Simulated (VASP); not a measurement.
# CoW3 (Pm-3m) in VASP: notebook, part 2 of 2

VASP 6.6.1. The steps go on from the part before.

## (4) Single point, PBEsol

INCAR reads:

```
SYSTEM = CoW3
PREC = Accurate ; ENCUT = 520
EDIFF = 1E-7 ; ISMEAR = 0
SIGMA = 0.15 ; LREAL = .False.
LASPH = .True. ; NELM = 80
ALGO = Fast ; ISIF = 2
LWAVE = .False. ; LCHARG = .False.
GGA = PS ; NBANDS = 34
```

KPOINTS reads:

```
regular mesh
0
Gamma
  14 14 14
  0 0 0
```

POSCAR reads:

```
CoW3
1.0
    3.8582449849      0.0000000000      0.0000000000
    0.0000000000      3.8582449849      0.0000000000
    0.0000000000      0.0000000000      3.8582449849
Co W
1 3
Direct
    0.0000000000      0.0000000000      0.0000000000
    0.0000000000      0.5000000000      0.5000000000
    0.5000000000      0.0000000000      0.5000000000
    0.5000000000      0.5000000000      0.0000000000
```

Potentials or basis: VASP PAW PBE potentials, release 64 (Co, W_sv).

Command:

```
$ cat potpaw_PBE.64/Co/POTCAR potpaw_PBE.64/W_sv/POTCAR > POTCAR
$ mpirun -np 1 vasp_std > vasp.out
```

OUTCAR:

```text
SYSTEM = CoW3
   PREC = Accurate
   ENCUT = 520
   EDIFF = 1E-7
   ISMEAR = 0
   LREAL = .False.
   LASPH = .True.
   NELM = 80
   ISIF = 2
   GGA = PS

 ion  position               nearest neighbor table
   1  0.000  0.000  0.000-   2 2.73   3 2.73   4 2.73   2 2.73   3 2.73   2 2.73   4 2.73   2 2.73
                             3 2.73   4 2.73   3 2.73   4 2.73
   2  0.000  0.500  0.500-   1 2.73   3 2.73   4 2.73   1 2.73   4 2.73   1 2.73   3 2.73   1 2.73
                             3 2.73   4 2.73   4 2.73   3 2.73
   3  0.500  0.000  0.500-   1 2.73   2 2.73   4 2.73   1 2.73   4 2.73   2 2.73   4 2.73   4 2.73
                             1 2.73   2 2.73   1 2.73   2 2.73
   4  0.500  0.500  0.000-   1 2.73   2 2.73   3 2.73   2 2.73   3 2.73   1 2.73   3 2.73   3 2.73
                             1 2.73   2 2.73   2 2.73   1 2.73

  LATTYP: Found a simple cubic cell.
 ALAT       =     3.8582449849

  Lattice vectors:

 A1 = (   3.8582449849,   0.0000000000,   0.0000000000)
 A2 = (   0.0000000000,   3.8582449849,   0.0000000000)
 A3 = (   0.0000000000,   0.0000000000,   3.8582449849)

Analysis of symmetry for initial positions (statically):
=====================================================================
 Subroutine PRICEL returns:
 Original cell was already a primitive cell.

 Routine SETGRP: Setting up the symmetry group for a
 simple cubic supercell.

 Subroutine GETGRP returns: Found 48 space group operations
 (whereof 48 operations were pure point group operations)
 out of a pool of 48 trial point group operations.

The static configuration has the point symmetry O_h .

Analysis of symmetry for dynamics (positions and initial velocities):
=====================================================================
 Subroutine PRICEL returns:
 Original cell was already a primitive cell.

 Routine SETGRP: Setting up the symmetry group for a
 simple cubic supercell.

 Subroutine GETGRP returns: Found 48 space group operations
 (whereof 48 operations were pure point group operations)
 out of a pool of 48 trial point group operations.

The dynamic configuration has the point symmetry O_h .

 Subroutine INISYM returns: Found 48 space group operations
 (whereof 48 operations are pure point group operations),
 and found     1 'primitive' translations

----------------------------------------------------------------------------------------

                                     Primitive cell

  volume of cell :      57.4340

  direct lattice vectors                    reciprocal lattice vectors
     3.858244985  0.000000000  0.000000000     0.259185201  0.000000000  0.000000000
     0.000000000  3.858244985  0.000000000     0.000000000  0.259185201  0.000000000
     0.000000000  0.000000000  3.858244985     0.000000000  0.000000000  0.259185201

  length of vectors
     3.858244985  3.858244985  3.858244985     0.259185201  0.259185201  0.259185201

  position of ions in fractional coordinates (direct lattice)
     0.000000000  0.000000000  0.000000000
     0.000000000  0.500000000  0.500000000
     0.500000000  0.000000000  0.500000000
     0.500000000  0.500000000  0.000000000

  ion indices of the primitive-cell ions
   primitive index   ion index
                 1           1
                 2           2
                 3           3
                 4           4

----------------------------------------------------------------------------------------

 KPOINTS: regular mesh

Automatic generation of k-mesh.
 Grid dimensions read from file:
 generate k-points for:   14   14   14

 Generating k-lattice:

  Cartesian coordinates                     Fractional coordinates (reciprocal lattice)
     0.018513229  0.000000000  0.000000000     0.071428571  0.000000000  0.000000000
     0.000000000  0.018513229  0.000000000     0.000000000  0.071428571  0.000000000
     0.000000000  0.000000000  0.018513229     0.000000000  0.000000000  0.071428571

  Length of vectors
     0.018513229  0.018513229  0.018513229

  Shift w.r.t. Gamma in fractional coordinates (k-lattice)
     0.000000000  0.000000000  0.000000000

 Subroutine IBZKPT returns following result:
 ===========================================

 Found    120 irreducible k-points:

 Following reciprocal coordinates:
            Coordinates               Weight
  0.000000  0.000000  0.000000      1.000000
  0.071429  0.000000  0.000000      6.000000
  0.142857  0.000000  0.000000      6.000000
  0.214286  0.000000  0.000000      6.000000
  0.285714  0.000000  0.000000      6.000000
  0.357143  0.000000  0.000000      6.000000
[... 16 lines left out ...]
  0.285714  0.214286  0.000000     24.000000
  0.357143  0.214286  0.000000     24.000000
 [... further k-points ...]
   k-points           NKPTS =    120   k-points in BZ     NKDIM =    120   number of bands    NBANDS=     34
   number of dos      NEDOS =    301   number of ions     NIONS =      4
   total plane-waves  NPLWV =  27000
   dimension x,y,z NGX =    30 NGY =   30 NGZ =   30
   dimension x,y,z NGXF=    60 NGYF=   60 NGZF=   60
   ions per type =               1   3
   NGX,Y,Z   is equivalent  to a cutoff of  12.93, 12.93, 12.93 a.u.
   NGXF,Y,Z  is equivalent  to a cutoff of  25.85, 25.85, 25.85 a.u.
 SYSTEM =  CoW3
   PREC   = accura    normal or accurate (medium, high low for compatibility)
   ISTART =      0    job   : 0-new  1-cont  2-samecut
   ICHARG =      2    charge: 1-file 2-atom 10-const
   ISPIN  =      1    spin polarized calculation?
   LNONCOLLINEAR =      F non collinear calculations
   LSORBIT =      F    spin-orbit coupling
   LASPH  =      T    aspherical Exc in radial PAW
   ENCUT  =  520.0 eV  38.22 Ry    6.18 a.u.   7.17  7.17  7.17*2*pi/ulx,y,z
   NELM   =     80;   NELMIN=  2; NELMDL= -5     # of ELM steps
   EDIFF  = 0.1E-06   stopping-criterion for ELM
   LREAL  =      F    real-space projection
   EDIFFG = 0.1E-05   stopping-criterion for IOM
   NSW    =      0    number of steps for IOM
   IBRION =     -1    ionic relax: 0-MD 1-quasi-New 2-CG
   NFREE  =      0    steps in history (QN), initial steepest desc. (CG)
   ISIF   =      2    stress and relaxation
   ISYM   =      2    0-nonsym 1-usesym 2-fastsym
   POTIM  = 0.5000    time-step for ionic-motion
   TEBEG  =    0.0;   TEEND  =   0.0 temperature during run
   PSTRESS=    0.0 pullay stress
   NELECT =      51.0000    total number of electrons
   NUPDOWN=      -1.0000    fix difference up-down
   EMIN   =  10.00;   EMAX   =-10.00  energy-range for DOS
   EFERMI =   0.00;   METHOD = LEGACY
   ISMEAR =     0;   SIGMA  =   0.15  broadening in eV -4-tet -1-fermi 0-gaus
   EFERMI_NEDOS =   21; number of points for ismear=-14 and -15
   IALGO  =     68    algorithm
   IMIX   =      4    mixing-type and parameters
     AMIX     =   0.40;   BMIX     =  1.00
     AMIX_MAG =   1.60;   BMIX_MAG =  1.00
  volume/ion in A,a.u.               =      14.36        96.90
  Fermi-wavevector in a.u.,A,eV,Ry     =   1.573530  2.973541 33.687989  2.475997
  Thomas-Fermi vector in A             =   2.674801
   LORBIT       =      0    0 simple, 1 ext, 2 COOP (PROOUT), +10 PAW based schemes
   GGA     = PS    functional components
   LHFCALC =     F    Hartree Fock is set to
   AEXX    =    0.0000 exact exchange contribution
   IVDW    =     0    specifies the selected vdW correction
   LEPSILON=     F    determine dielectric tensor
   LRPA    =     F    only Hartree local field effects (RPA)
 non-spin polarized calculation
 RMM-DIIS sequential band-by-band and
 Gauss-broadening in eV      SIGMA  =   0.15
  energy-cutoff  :      520.00
  volume of cell :       57.43
 maximum number of plane-waves:      1568
 NGX is ok and might be reduce to    30
   NGX = 15   NGY = 15   NGZ = 15

 number of electron      51.0000020 magnetization

 Free energy of the ion-electron system (eV)
  ---------------------------------------------------
  ext. energy  EPLUGINS =         0.00000000
  ---------------------------------------------------
  free energy    TOTEN  =       -48.15749406 eV

  energy without entropy =      -48.10925317  energy(sigma->0) =      -48.13337361

 E-fermi :  10.8058     XC(G=0): -13.8114

 val. band max:       10.8026514435   @ k =   0.5000   0.5000   0.2143
 cond. band min:      10.8132997495   @ k =   0.4286   0.2143   0.0714
 fundamental gap:      0.0106483061
 Fermi energy:        10.8058431616

 k-point     1 :       0.0000    0.0000    0.0000
  band No.  band energies     occupation
      1     -62.7824      2.00000
      2     -62.5936      2.00000
      3     -62.5936      2.00000
      4     -27.5368      2.00000
      5     -27.5368      2.00000
      6     -27.5368      2.00000
[... 877 lines left out ...]
     33      15.1145      0.00000
     34      15.8255      0.00000

 [... further k-points ...]
[... 5 lines left out ...]
  --------------------------------------------------------------------------------------
  -------------------------------------------------------------------------------------
  Total        0.2303108      0.2303108      0.2303108      0.0000000      0.0000000      0.0000000
  in kB        6.4247397      6.4247397      6.4247397      0.0000000      0.0000000      0.0000000
  external PRESSURE =       6.4247397 kB  Pullay stress =       0.0000000 kB

 VOLUME and BASIS-vectors are now :
 -----------------------------------------------------------------------------
  energy-cutoff  :      520.00
  volume of cell :       57.43
      direct lattice vectors                 reciprocal lattice vectors
     3.858244985  0.000000000  0.000000000     0.259185201  0.000000000  0.000000000
     0.000000000  3.858244985  0.000000000     0.000000000  0.259185201  0.000000000
     0.000000000  0.000000000  3.858244985     0.000000000  0.000000000  0.259185201

 POSITION                                       TOTAL-FORCE (eV/Angst)
 -----------------------------------------------------------------------------------
      0.00000      0.00000      0.00000         0.000000      0.000000      0.000000
      0.00000      1.92912      1.92912         0.000000      0.000000      0.000000
      1.92912      0.00000      1.92912         0.000000      0.000000      0.000000
      1.92912      1.92912      0.00000         0.000000      0.000000      0.000000
 -----------------------------------------------------------------------------------
    total drift:                                0.000000      0.000000     -0.000000

  FREE ENERGIE OF THE ION-ELECTRON SYSTEM (eV)
  ---------------------------------------------------
  free  energy   TOTEN  =       -48.1574940597 eV

  energy  without entropy=      -48.1092531689  energy(sigma->0) =      -48.13337361
```

stdout:

```text
POSCAR found type information on POSCAR CoW
 POSCAR found :  2 types and       4 ions
 scaLAPACK will be used
 -----------------------------------------------------------------------------
|                                                                             |
|                                                                             |
|     You enforced a specific xc type in the INCAR file but a different       |
|     I HOPE YOU KNOW WHAT YOU ARE DOING!                                     |
|                                                                             |
 -----------------------------------------------------------------------------

 LDA part: xc-table for (Slater+PW92), standard interpolation
 POSCAR, INCAR and KPOINTS ok, starting setup
 FFT: planning ... GRIDC
 FFT: planning ... GRID_SOFT
 FFT: planning ... GRID
 WAVECAR not read
 entering main loop
```

Wall time 2.6 min (1 thread of Intel Xeon 6975P-C (Granite Rapids), shared host); peak memory 0.31 GiB.

What came out:

- Free energy: -48.1575 eV
- Pressure: 0.6 GPa

Levels at points of the mesh, in eV from the Fermi level:
```csv
k point,band 22,band 23,band 24,band 25,band 26,band 27,band 28,band 29
"(0.00, 0.00, 0.00)",-1.11,0.42,0.42,3.01,3.01,3.01,3.18,3.18
"(0.50, 0.00, 0.00)",-1.97,-1.05,0.06,0.26,0.26,0.67,1.02,1.90
"(0.50, 0.50, 0.00)",-2.03,-2.03,-1.85,-0.97,0.60,0.60,1.02,1.02
"(0.50, 0.50, 0.50)",-0.86,-0.86,-0.86,0.54,0.54,0.54,1.28,2.57
```

Caveat: the PAW data sets were made with another functional, which shifts forces and pressure a little; spin-orbit coupling is left out, which moves the levels of the heavy elements. Spin polarisation is off, so any magnetic state and its effect on volume and gap are missing.

## (5) Summary

```tsv
k mesh	gap on the mesh (eV)	pressure (GPa)
12 × 12 × 12	none	0.7
10 × 10 × 10	none	0.8
14 × 14 × 14	none	0.6
```

Alike in all rows: task single point; level PBEsol; potentials or basis VASP PAW PBE potentials, release 64 (Co, W_sv); no spin polarisation; cell as given; cutoff (eV) 520; smearing gaussian 0.15 eV.

Every run on the cell as given and a fine mesh finds a metal.

Caveats: the PAW data sets were made with another functional, which shifts forces and pressure a little; spin-orbit coupling is left out, which moves the levels of the heavy elements.

Total energies depend on the potentials used, so only differences within one code and one set of settings carry meaning.
